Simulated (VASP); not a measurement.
# Tm (P6_3/mmc) in VASP: single point with PBEsol

Aim: the single point of Tm with PBEsol.

Program: VASP 6.6.1. These are calculated values, not measurements. Logs are shortened: lines on timing, memory, paths and dates and some standing lists are left out, and cuts for length are marked.

## (1) The cell of the first run

The structure is hexagonal, space group P6_3/mmc (No. 194). The conventional cell has a = 3.561 Å, b = 3.561 Å, c = 5.591 Å, α = 90.00°, β = 90.00°, γ = 120.00°. Tm (site symmetry -6m2) has 12 Tm at 3.47 to 3.56 Å within 4.6 Å.

## (2) Single point, PBEsol, collinear spin, ferromagnetic start

Input file INCAR:

```
SYSTEM = Tm
PREC = Accurate
ENCUT = 520
EDIFF = 1E-6
ISMEAR = -1
SIGMA = 0.05
LREAL = .FALSE.
LASPH = .TRUE.
NELM = 150
ALGO = Normal
ISIF = 2
LWAVE = .FALSE.
LCHARG = .FALSE.
ISPIN = 2
MAGMOM = 2 2
LORBIT = 11
LMAXMIX = 6
GGA = PS
NBANDS = 34
```

Input file KPOINTS:

```
regular mesh
0
G
  9 9 5
  0 0 0
```

Input file POSCAR:

```
Tm
1.0
    3.5609278351      0.0000000000      0.0000000000
   -1.7804639175      3.0838539662      0.0000000000
    0.0000000000      0.0000000000      5.5913865025
Tm
2
Direct
    0.6666666667      0.3333333333      0.7500000000
    0.3333333333      0.6666666667      0.2500000000
```

Potentials or basis: VASP PAW PBE potentials, release 64 (Tm).

Run with:

```bash
cat potpaw_PBE.64/Tm/POTCAR > POTCAR
mpirun -np 1 vasp_std > vasp.out
```

OUTCAR:

```text
SYSTEM = Tm
   PREC = Accurate
   ENCUT = 520
   EDIFF = 1E-6
   ISMEAR = -1
   LREAL = .FALSE.
   LASPH = .TRUE.
   NELM = 150
   ISIF = 2
   ISPIN = 2
   LORBIT = 11
   GGA = PS

 ion  position               nearest neighbor table
   1  0.667  0.333  0.750-   2 3.47   2 3.47   2 3.47   2 3.47   2 3.47   2 3.47
   2  0.333  0.667  0.250-   1 3.47   1 3.47   1 3.47   1 3.47   1 3.47   1 3.47

  LATTYP: Found a hexagonal cell.
 ALAT       =     3.5609278351
 C/A-ratio  =     1.5702049470

  Lattice vectors:

 A1 = (   3.5609278351,   0.0000000000,   0.0000000000)
 A2 = (  -1.7804639175,   3.0838539662,   0.0000000000)
 A3 = (   0.0000000000,   0.0000000000,   5.5913865025)

Analysis of symmetry for initial positions (statically):
=====================================================================
 Subroutine PRICEL returns:
 Original cell was already a primitive cell.

 Routine SETGRP: Setting up the symmetry group for a
 hexagonal supercell.

 Subroutine GETGRP returns: Found 24 space group operations
 (whereof 12 operations were pure point group operations)
 out of a pool of 24 trial point group operations.

The static configuration has the point symmetry D_3d.
 The point group associated with its full space group is D_6h.

Analysis of symmetry for dynamics (positions and initial velocities):
=====================================================================
 Subroutine PRICEL returns:
 Original cell was already a primitive cell.

 Routine SETGRP: Setting up the symmetry group for a
 hexagonal supercell.

 Subroutine GETGRP returns: Found 24 space group operations
 (whereof 12 operations were pure point group operations)
 out of a pool of 24 trial point group operations.

The dynamic configuration has the point symmetry D_3d.
 The point group associated with its full space group is D_6h.

Analysis of structural, dynamic, and magnetic symmetry:
=====================================================================
 Subroutine PRICEL returns:
 Original cell was already a primitive cell.

 Routine SETGRP: Setting up the symmetry group for a
 hexagonal supercell.

 Subroutine GETGRP returns: Found 24 space group operations
 (whereof 12 operations were pure point group operations)
 out of a pool of 24 trial point group operations.

The overall configuration has the point symmetry D_3d.
 The point group associated with its full space group is D_6h.

 Subroutine INISYM returns: Found 24 space group operations
 (whereof 12 operations are pure point group operations),
 and found     1 'primitive' translations

----------------------------------------------------------------------------------------

                                     Primitive cell

  volume of cell :      61.4011

  direct lattice vectors                    reciprocal lattice vectors
     3.560927835  0.000000000  0.000000000     0.280825685  0.162134785  0.000000000
    -1.780463918  3.083853966  0.000000000     0.000000000  0.324269570  0.000000000
     0.000000000  0.000000000  5.591386502     0.000000000  0.000000000  0.178846517

  length of vectors
     3.560927835  3.560927835  5.591386502     0.324269570  0.324269570  0.178846517

  position of ions in fractional coordinates (direct lattice)
     0.666666667  0.333333333  0.750000000
     0.333333333  0.666666667  0.250000000

  ion indices of the primitive-cell ions
   primitive index   ion index
                 1           1
                 2           2

----------------------------------------------------------------------------------------

 KPOINTS: regular mesh

Automatic generation of k-mesh.
 Grid dimensions read from file:
 generate k-points for:    9    9    5

 Generating k-lattice:

  Cartesian coordinates                     Fractional coordinates (reciprocal lattice)
     0.031202854  0.018014976  0.000000000     0.111111111  0.000000000  0.000000000
     0.000000000  0.036029952  0.000000000     0.000000000  0.111111111  0.000000000
     0.000000000  0.000000000  0.035769303     0.000000000  0.000000000  0.200000000

  Length of vectors
     0.036029952  0.036029952  0.035769303

  Shift w.r.t. Gamma in fractional coordinates (k-lattice)
     0.000000000  0.000000000  0.000000000

 Subroutine IBZKPT returns following result:
 ===========================================

 Found     36 irreducible k-points:

 Following reciprocal coordinates:
            Coordinates               Weight
  0.000000  0.000000  0.000000      1.000000
  0.111111 -0.000000  0.000000      6.000000
  0.222222  0.000000  0.000000      6.000000
  0.333333  0.000000  0.000000      6.000000
  0.444444  0.000000  0.000000      6.000000
  0.111111  0.111111  0.000000      6.000000
[... 16 lines left out ...]
  0.333333  0.222222  0.200000     24.000000
  0.333333  0.333333  0.200000      4.000000
 [... further k-points ...]
   k-points           NKPTS =     36   k-points in BZ     NKDIM =     36   number of bands    NBANDS=     34
   number of dos      NEDOS =    301   number of ions     NIONS =      2
   total plane-waves  NPLWV =  32928
   dimension x,y,z NGX =    28 NGY =   28 NGZ =   42
   dimension x,y,z NGXF=    56 NGYF=   56 NGZF=   84
   ions per type =               2
   NGX,Y,Z   is equivalent  to a cutoff of  13.07, 13.07, 12.49 a.u.
   NGXF,Y,Z  is equivalent  to a cutoff of  26.14, 26.14, 24.98 a.u.
 SYSTEM =  Tm
   PREC   = accura    normal or accurate (medium, high low for compatibility)
   ISTART =      0    job   : 0-new  1-cont  2-samecut
   ICHARG =      2    charge: 1-file 2-atom 10-const
   ISPIN  =      2    spin polarized calculation?
   LNONCOLLINEAR =      F non collinear calculations
   LSORBIT =      F    spin-orbit coupling
   LASPH  =      T    aspherical Exc in radial PAW
   ENCUT  =  520.0 eV  38.22 Ry    6.18 a.u.   6.62  6.62 10.40*2*pi/ulx,y,z
   NELM   =    150;   NELMIN=  2; NELMDL= -5     # of ELM steps
   EDIFF  = 0.1E-05   stopping-criterion for ELM
   LREAL  =      F    real-space projection
   EDIFFG = 0.1E-04   stopping-criterion for IOM
   NSW    =      0    number of steps for IOM
   IBRION =     -1    ionic relax: 0-MD 1-quasi-New 2-CG
   NFREE  =      0    steps in history (QN), initial steepest desc. (CG)
   ISIF   =      2    stress and relaxation
   ISYM   =      2    0-nonsym 1-usesym 2-fastsym
   POTIM  = 0.5000    time-step for ionic-motion
   TEBEG  =    0.0;   TEEND  =   0.0 temperature during run
   PSTRESS=    0.0 pullay stress
   NELECT =      46.0000    total number of electrons
   NUPDOWN=      -1.0000    fix difference up-down
   EMIN   =  10.00;   EMAX   =-10.00  energy-range for DOS
   EFERMI =   0.00;   METHOD = LEGACY
   ISMEAR =    -1;   SIGMA  =   0.05  broadening in eV -4-tet -1-fermi 0-gaus
   EFERMI_NEDOS =   21; number of points for ismear=-14 and -15
   IALGO  =     38    algorithm
   IMIX   =      4    mixing-type and parameters
     AMIX     =   0.40;   BMIX     =  1.00
     AMIX_MAG =   1.60;   BMIX_MAG =  1.00
  volume/ion in A,a.u.               =      30.70       207.18
  Fermi-wavevector in a.u.,A,eV,Ry     =   1.486855  2.809748 30.078913  2.210738
  Thomas-Fermi vector in A             =   2.600089
   LORBIT       =     11    0 simple, 1 ext, 2 COOP (PROOUT), +10 PAW based schemes
   GGA     = PS    functional components
   LHFCALC =     F    Hartree Fock is set to
   AEXX    =    0.0000 exact exchange contribution
   IVDW    =     0    specifies the selected vdW correction
   LEPSILON=     F    determine dielectric tensor
   LRPA    =     F    only Hartree local field effects (RPA)
 spin polarized calculation
  energy-cutoff  :      520.00
  volume of cell :       61.40
 maximum number of plane-waves:      1701
 NGX is ok and might be reduce to    28
   NGX = 13   NGY = 13   NGZ = 21

 number of electron      46.0000013 magnetization       2.1406105

 Free energy of the ion-electron system (eV)
  ---------------------------------------------------
  ext. energy  EPLUGINS =         0.00000000
  ---------------------------------------------------
  free energy    TOTEN  =        -8.75778858 eV

  energy without entropy =       -8.59243510  energy(sigma->0) =       -8.67511184

 E-fermi :   2.0223     XC(G=0): -10.3215

 val. band max:        2.0208479160   @ k =   0.2222   0.0000   0.4000
 cond. band min:       2.0226222028   @ k =   0.1111   0.1111   0.2000
 fundamental gap:      0.0017742868
 Fermi energy:         2.0222778216

 spin component 1

 k-point     1 :       0.0000    0.0000    0.0000
  band No.  band energies     occupation
      1     -48.3283      1.00000
      2     -48.2810      1.00000
      3     -21.8972      1.00000
      4     -21.3594      1.00000
      5     -21.3594      1.00000
      6     -21.2606      1.00000
[... 26 lines left out ...]
     33       8.5217      0.00000
     34       8.5217      0.00000
[... 820 lines left out ...]
      4     -21.6773      1.00000
      5     -21.6773      1.00000
      6     -21.5076      1.00000
[... 26 lines left out ...]
     33       8.6683      0.00000
     34       8.6683      0.00000

 [... further k-points ...]

 spin component 2

 k-point     1 :       0.0000    0.0000    0.0000
  band No.  band energies     occupation
      1     -47.8085      1.00000
      2     -47.7584      1.00000
      3     -21.5846      1.00000
      4     -21.0187      1.00000
      5     -21.0187      1.00000
      6     -20.9149      1.00000
[... 26 lines left out ...]
     33       8.5692      0.00000
     34       8.5692      0.00000
[... 820 lines left out ...]
      4     -21.3560      1.00000
      5     -21.3560      1.00000
      6     -21.1746      1.00000
[... 26 lines left out ...]
     33       8.6930      0.00000
     34       8.6930      0.00000

 [... further k-points ...]
[... 5 lines left out ...]
  --------------------------------------------------------------------------------------
  -------------------------------------------------------------------------------------
  Total       -0.0806338     -0.0806338      0.7063878     -0.0000000      0.0000000      0.0000000
  in kB       -2.1040278     -2.1040278     18.4322051     -0.0000000      0.0000000      0.0000000
  external PRESSURE =       4.7413831 kB  Pullay stress =       0.0000000 kB

 VOLUME and BASIS-vectors are now :
 -----------------------------------------------------------------------------
  energy-cutoff  :      520.00
  volume of cell :       61.40
      direct lattice vectors                 reciprocal lattice vectors
     3.560927835  0.000000000  0.000000000     0.280825685  0.162134785  0.000000000
    -1.780463918  3.083853966  0.000000000     0.000000000  0.324269570  0.000000000
     0.000000000  0.000000000  5.591386502     0.000000000  0.000000000  0.178846517

 POSITION                                       TOTAL-FORCE (eV/Angst)
 -----------------------------------------------------------------------------------
      1.78046      1.02795      4.19354         0.000000      0.000000      0.000000
     -0.00000      2.05590      1.39785        -0.000000     -0.000000      0.000000
 -----------------------------------------------------------------------------------
    total drift:                               -0.000000      0.000000     -0.000000

  FREE ENERGIE OF THE ION-ELECTRON SYSTEM (eV)
  ---------------------------------------------------
  free  energy   TOTEN  =        -8.7577885830 eV

  energy  without entropy=       -8.5924351031  energy(sigma->0) =       -8.67511184

 total charge

# of ion       s       p       d       f       tot
--------------------------------------------------
    1        2.220   5.934   0.401  12.499  21.054
    2        2.220   5.934   0.401  12.499  21.054
--------------------------------------------------
tot          4.440  11.867   0.801  24.999  42.107

 magnetization (x)

# of ion       s       p       d       f       tot
--------------------------------------------------
    1        0.003  -0.034  -0.055   1.282   1.195
    2        0.003  -0.034  -0.055   1.282   1.195
--------------------------------------------------
tot          0.005  -0.069  -0.109   2.564   2.391
```

Wall time 7.8 min (1 thread of Oxide Virtual Turin-like, shared host); peak memory 0.26 GiB.

What came out:

```
Free energy                                           : -8.7578 eV
Pressure                                              : 0.5 GPa
Net moment                                            : 2.14 μB per cell
Site moments                                          : Tm +1.20 μB
Valence electrons inside the program's atomic spheres : Tm 21.05
```

Caveat: the magnetic or orbital state may not be the lowest; the PAW data sets were made with another functional, which shifts forces and pressure a little; spin-orbit coupling is left out, which moves the levels of the heavy elements. The state reached can hang on the start; a lower one may exist.
